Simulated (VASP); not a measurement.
# HgTe (Imm2) in VASP: single point with PBE

Aim: the single point of HgTe with PBE.

Program: VASP 6.6.1. These are calculated values, not measurements. Logs are shortened: lines on timing, memory, paths and dates and some standing lists are left out, and cuts for length are marked.

## Step 1: The cell of the first run

The structure is orthorhombic, space group Imm2 (No. 44). Conventional cell: a = 4.473 Å, b = 4.644 Å, c = 6.447 Å, α = 90.00°, β = 90.00°, γ = 90.00°. Hg (site symmetry mm2) has 4 Te at 2.76 to 2.83 Å within 3.6 Å. Te (site symmetry mm2) has 4 Hg at 2.76 to 2.83 Å within 3.6 Å.

## Step 2: Single point, PBE (strain +0.0375 x Voigt [0, 0, 0, 1, 0, 0])

The input, INCAR:

```
SYSTEM = HgTe
PREC = Accurate
ENCUT = 520
EDIFF = 1E-7
ISMEAR = 0
SIGMA = 0.15
LREAL = .FALSE.
LASPH = .TRUE.
NELM = 80
ALGO = Normal
ISIF = 2
LWAVE = .FALSE.
LCHARG = .FALSE.
GGA = PE
NBANDS = 16
```

The input, KPOINTS:

```
regular mesh
0
G
  14 14 14
  0 0 0
```

The input, POSCAR:

```
HgTe
1.0
    0.0000000000      3.2839406250      3.2839406250
    3.2235000000      0.0604406250      3.2235000000
    3.2235000000      3.2235000000      0.0604406250
Hg Te
1 1
Direct
    0.0000000000      0.0000000000      0.0000000000
    0.7500000000      0.7500000000      0.7500000000
```

Potentials or basis: VASP PAW PBE potentials, release 64 (Hg, Te).

Launch:

```
$ cat potpaw_PBE.64/Hg/POTCAR potpaw_PBE.64/Te/POTCAR > POTCAR
$ mpirun -np 1 vasp_std > vasp.out
```

OUTCAR:

```text
SYSTEM = HgTe
   PREC = Accurate
   ENCUT = 520
   EDIFF = 1E-7
   ISMEAR = 0
   LREAL = .FALSE.
   LASPH = .TRUE.
   NELM = 80
   ISIF = 2
   GGA = PE

 ion  position               nearest neighbor table
   1  0.000  0.000  0.000-   2 2.76   2 2.76   2 2.83   2 2.83
   2  0.750  0.750  0.750-   1 2.76   1 2.76   1 2.83   1 2.83

  LATTYP: Found a body centered orthorhombic cell.
 ALAT       =     4.4732414667
 B/A-ratio  =     1.0382165605
 C/A-ratio  =     1.4412367515

  Lattice vectors:

 A1 = (  -3.2235000000,   3.2235000000,   0.0604406250)
 A2 = (  -3.2235000000,  -3.2235000000,  -0.0604406250)
 A3 = (   3.2235000000,   0.0604406250,   3.2235000000)

Analysis of symmetry for initial positions (statically):
=====================================================================
 Subroutine PRICEL returns:
 Original cell was already a primitive cell.

 Routine SETGRP: Setting up the symmetry group for a
 body centered orthorhombic supercell.

 Subroutine GETGRP returns: Found  4 space group operations
 (whereof  4 operations were pure point group operations)
 out of a pool of  8 trial point group operations.

The static configuration has the point symmetry C_2v.

Analysis of symmetry for dynamics (positions and initial velocities):
=====================================================================
 Subroutine PRICEL returns:
 Original cell was already a primitive cell.

 Routine SETGRP: Setting up the symmetry group for a
 body centered orthorhombic supercell.

 Subroutine GETGRP returns: Found  4 space group operations
 (whereof  4 operations were pure point group operations)
 out of a pool of  8 trial point group operations.

The dynamic configuration has the point symmetry C_2v.

 Subroutine INISYM returns: Found  4 space group operations
 (whereof  4 operations are pure point group operations),
 and found     1 'primitive' translations

----------------------------------------------------------------------------------------

                                     Primitive cell

  volume of cell :      66.9669

  direct lattice vectors                    reciprocal lattice vectors
     0.000000000  3.283940625  3.283940625    -0.155110904  0.152256102  0.152256102
     3.223500000  0.060440625  3.223500000     0.155110904 -0.158074807  0.158074807
     3.223500000  3.223500000  0.060440625     0.155110904  0.158074807 -0.158074807

  length of vectors
     4.644193370  4.559118069  4.559118069     0.265373763  0.272093149  0.272093149

  position of ions in fractional coordinates (direct lattice)
     0.000000000  0.000000000  0.000000000
     0.750000000  0.750000000  0.750000000

  ion indices of the primitive-cell ions
   primitive index   ion index
                 1           1
                 2           2

----------------------------------------------------------------------------------------

 KPOINTS: regular mesh

Automatic generation of k-mesh.
 Grid dimensions read from file:
 generate k-points for:   14   14   14

 Generating k-lattice:

  Cartesian coordinates                     Fractional coordinates (reciprocal lattice)
    -0.011079350  0.010875436  0.010875436     0.071428571 -0.000000000 -0.000000000
     0.011079350 -0.011291058  0.011291058     0.000000000  0.071428571  0.000000000
     0.011079350  0.011291058 -0.011291058     0.000000000  0.000000000  0.071428571

  Length of vectors
     0.018955269  0.019435225  0.019435225

  Shift w.r.t. Gamma in fractional coordinates (k-lattice)
     0.000000000  0.000000000  0.000000000

 Subroutine IBZKPT returns following result:
 ===========================================

 Found    428 irreducible k-points:

 Following reciprocal coordinates:
            Coordinates               Weight
  0.000000  0.000000  0.000000      1.000000
  0.071429  0.000000  0.000000      4.000000
  0.142857 -0.000000 -0.000000      4.000000
  0.214286  0.000000  0.000000      4.000000
  0.285714  0.000000 -0.000000      4.000000
  0.357143  0.000000  0.000000      4.000000
[... 16 lines left out ...]
  0.000000  0.142857 -0.000000      4.000000
  0.071429  0.142857  0.000000      8.000000
 [... further k-points ...]
   k-points           NKPTS =    428   k-points in BZ     NKDIM =    428   number of bands    NBANDS=     16
   number of dos      NEDOS =    301   number of ions     NIONS =      2
   total plane-waves  NPLWV =  46656
   dimension x,y,z NGX =    36 NGY =   36 NGZ =   36
   dimension x,y,z NGXF=    72 NGYF=   72 NGZF=   72
   ions per type =               1   1
   NGX,Y,Z   is equivalent  to a cutoff of  12.89, 13.13, 13.13 a.u.
   NGXF,Y,Z  is equivalent  to a cutoff of  25.77, 26.25, 26.25 a.u.
 SYSTEM =  HgTe
   PREC   = accura    normal or accurate (medium, high low for compatibility)
   ISTART =      0    job   : 0-new  1-cont  2-samecut
   ICHARG =      2    charge: 1-file 2-atom 10-const
   ISPIN  =      1    spin polarized calculation?
   LNONCOLLINEAR =      F non collinear calculations
   LSORBIT =      F    spin-orbit coupling
   LASPH  =      T    aspherical Exc in radial PAW
   ENCUT  =  520.0 eV  38.22 Ry    6.18 a.u.   8.64  8.48  8.48*2*pi/ulx,y,z
   NELM   =     80;   NELMIN=  2; NELMDL= -5     # of ELM steps
   EDIFF  = 0.1E-06   stopping-criterion for ELM
   LREAL  =      F    real-space projection
   EDIFFG = 0.1E-05   stopping-criterion for IOM
   NSW    =      0    number of steps for IOM
   IBRION =     -1    ionic relax: 0-MD 1-quasi-New 2-CG
   NFREE  =      0    steps in history (QN), initial steepest desc. (CG)
   ISIF   =      2    stress and relaxation
   ISYM   =      2    0-nonsym 1-usesym 2-fastsym
   POTIM  = 0.5000    time-step for ionic-motion
   TEBEG  =    0.0;   TEEND  =   0.0 temperature during run
   PSTRESS=    0.0 pullay stress
   NELECT =      18.0000    total number of electrons
   NUPDOWN=      -1.0000    fix difference up-down
   EMIN   =  10.00;   EMAX   =-10.00  energy-range for DOS
   EFERMI =   0.00;   METHOD = LEGACY
   ISMEAR =     0;   SIGMA  =   0.15  broadening in eV -4-tet -1-fermi 0-gaus
   EFERMI_NEDOS =   21; number of points for ismear=-14 and -15
   IALGO  =     38    algorithm
   IMIX   =      4    mixing-type and parameters
     AMIX     =   0.40;   BMIX     =  1.00
     AMIX_MAG =   1.60;   BMIX_MAG =  1.00
  volume/ion in A,a.u.               =      33.48       225.96
  Fermi-wavevector in a.u.,A,eV,Ry     =   1.056523  1.996539 15.187375  1.116241
  Thomas-Fermi vector in A             =   2.191762
   LORBIT       =      0    0 simple, 1 ext, 2 COOP (PROOUT), +10 PAW based schemes
   GGA     = PE    functional components
   LHFCALC =     F    Hartree Fock is set to
   AEXX    =    0.0000 exact exchange contribution
   IVDW    =     0    specifies the selected vdW correction
   LEPSILON=     F    determine dielectric tensor
   LRPA    =     F    only Hartree local field effects (RPA)
 non-spin polarized calculation
 Gauss-broadening in eV      SIGMA  =   0.15
  energy-cutoff  :      520.00
  volume of cell :       66.97
 maximum number of plane-waves:      1827
   NGX = 17   NGY = 17   NGZ = 17

 number of electron      18.0000001 magnetization

 Free energy of the ion-electron system (eV)
  ---------------------------------------------------
  ext. energy  EPLUGINS =         0.00000000
  ---------------------------------------------------
  free energy    TOTEN  =        -3.55906430 eV

  energy without entropy =       -3.55887046  energy(sigma->0) =       -3.55896738

 E-fermi :   3.3373     XC(G=0):  -8.7812

 val. band max:        3.2486551356   @ k =   0.0000   0.0000   0.0000
 cond. band min:       3.5614867581   @ k =   0.0714   0.0000   0.0000
 fundamental gap:      0.3128316225
 Fermi energy:         3.3372682970

 k-point     1 :       0.0000    0.0000    0.0000
  band No.  band energies     occupation
      1      -8.8665      2.00000
      2      -4.2506      2.00000
      3      -4.2217      2.00000
      4      -4.1928      2.00000
      5      -3.6811      2.00000
      6      -3.6799      2.00000
[... 8 lines left out ...]
     15      12.7503      0.00000
     16      12.7608      0.00000

 k-point     2 :       0.0714    0.0000    0.0000
  band No.  band energies     occupation
      1      -8.8415      2.00000
      2      -4.2437      2.00000
      3      -4.2147      2.00000
      4      -4.1841      2.00000
      5      -3.6817      2.00000
      6      -3.6804      2.00000
[... 8 lines left out ...]
     15      12.2646      0.00000
     16      12.3611      0.00000

 k-point     3 :       0.1429   -0.0000   -0.0000
  band No.  band energies     occupation
      1      -8.7702      2.00000
      2      -4.2245      2.00000
      3      -4.1946      2.00000
      4      -4.1545      2.00000
      5      -3.6827      2.00000
      6      -3.6811      2.00000
[... 8 lines left out ...]
     15      11.8396      0.00000
     16      11.9779      0.00000

 k-point     4 :       0.2143    0.0000    0.0000
  band No.  band energies     occupation
      1      -8.6637      2.00000
      2      -4.1980      2.00000
      3      -4.1671      2.00000
      4      -4.0900      2.00000
      5      -3.6819      2.00000
      6      -3.6801      2.00000
[... 8 lines left out ...]
     15      11.6468      0.00000
     16      11.8344      0.00000
[... 324 lines left out ...]
 k-point    22 :      -0.0714    0.0714   -0.0000
  band No.  band energies     occupation
      1      -8.7978      2.00000
      2      -4.2300      2.00000
      3      -4.2038      2.00000
      4      -4.1684      2.00000
      5      -3.6872      2.00000
      6      -3.6780      2.00000
[... 8 lines left out ...]
     15      11.7337      0.00000
     16      12.0344      0.00000

 k-point    23 :       0.0000    0.1429   -0.0000
  band No.  band energies     occupation
      1      -8.7606      2.00000
      2      -4.2174      2.00000
      3      -4.1861      2.00000
      4      -4.1631      2.00000
      5      -3.6848      2.00000
      6      -3.6842      2.00000
[... 8 lines left out ...]
     15      11.7193      0.00000
     16      11.8645      0.00000

 k-point    24 :       0.0714    0.1429    0.0000
  band No.  band energies     occupation
      1      -8.7691      2.00000
      2      -4.2264      2.00000
      3      -4.1832      2.00000
      4      -4.1660      2.00000
      5      -3.6923      2.00000
      6      -3.6763      2.00000
[... 8 lines left out ...]
     15      11.2678      0.00000
     16      12.3952      0.00000

 [... further k-points ...]

------------------------ aborting loop because EDIFF is reached ----------------------------------------

  FORCE on cell =-STRESS in cart. coord.  units (eV):
  Direction    XX          YY          ZZ          XY          YZ          ZX
  --------------------------------------------------------------------------------------
  -------------------------------------------------------------------------------------
  Total        1.7720711      1.7856010      1.7856010     -0.0000000     -0.6962698      0.0000000
  in kB       42.3966367     42.7203402     42.7203402     -0.0000000    -16.6581915      0.0000000
  external PRESSURE =      42.6124390 kB  Pullay stress =       0.0000000 kB

 VOLUME and BASIS-vectors are now :
 -----------------------------------------------------------------------------
  energy-cutoff  :      520.00
  volume of cell :       66.97
      direct lattice vectors                 reciprocal lattice vectors
     0.000000000  3.283940625  3.283940625    -0.155110904  0.152256102  0.152256102
     3.223500000  0.060440625  3.223500000     0.155110904 -0.158074807  0.158074807
     3.223500000  3.223500000  0.060440625     0.155110904  0.158074807 -0.158074807

 POSITION                                       TOTAL-FORCE (eV/Angst)
 -----------------------------------------------------------------------------------
      0.00000      0.00000      0.00000        -0.256549     -0.000000     -0.000000
      4.83525      4.92591      4.92591         0.256549      0.000000      0.000000
 -----------------------------------------------------------------------------------
    total drift:                               -0.000252     -0.000000     -0.000000

  FREE ENERGIE OF THE ION-ELECTRON SYSTEM (eV)
  ---------------------------------------------------
  free  energy   TOTEN  =        -3.5590642985 eV

  energy  without entropy=       -3.5588704611  energy(sigma->0) =       -3.55896738
```

It took 2.6 min on 1 thread of Intel Xeon 6975P-C (Granite Rapids), shared host; peak memory 0.58 GiB.

Results:

```
Free energy   : -3.5591 eV
Pressure      : 4.3 GPa
Largest force : 0.257 eV/Å
```

Forces on the atoms (eV/Å):
```
Hg  -0.257  0.000  0.000
Te   0.257  0.000  0.000
```

Stress tensor (GPa, compression positive):
```
 4.24  0.00  0.00
 0.00  4.27 -1.67
 0.00 -1.67  4.27
```

Levels at points of the mesh, in eV from the Fermi level:
| k point | band 6 | band 7 | band 8 | band 9 | band 10 | band 11 | band 12 | band 13 |
| --- | --- | --- | --- | --- | --- | --- | --- | --- |
| (0.00, 0.00, 0.00) | -7.02 | -0.89 | -0.21 | -0.13 | -0.09 | 3.86 | 4.07 | 4.28 |
| (0.50, 0.00, 0.00) | -6.71 | -5.68 | -1.10 | -1.06 | 0.65 | 4.83 | 5.03 | 6.70 |
| (0.00, 0.50, 0.00) | -6.70 | -5.71 | -1.23 | -1.22 | 0.47 | 4.72 | 4.91 | 6.71 |
| (0.50, 0.50, 0.00) | -6.55 | -5.63 | -2.46 | -2.46 | 1.74 | 2.32 | 7.97 | 8.71 |
| (0.00, 0.50, 0.50) | -6.55 | -5.63 | -2.62 | -2.30 | 1.69 | 2.38 | 8.10 | 8.72 |

Caveat: the cell differs from its parent crystal (strain +0.0375 x Voigt [0, 0, 0, 1, 0, 0]); the cell stands under pressure; spin-orbit coupling is left out, which moves the levels of the heavy elements.
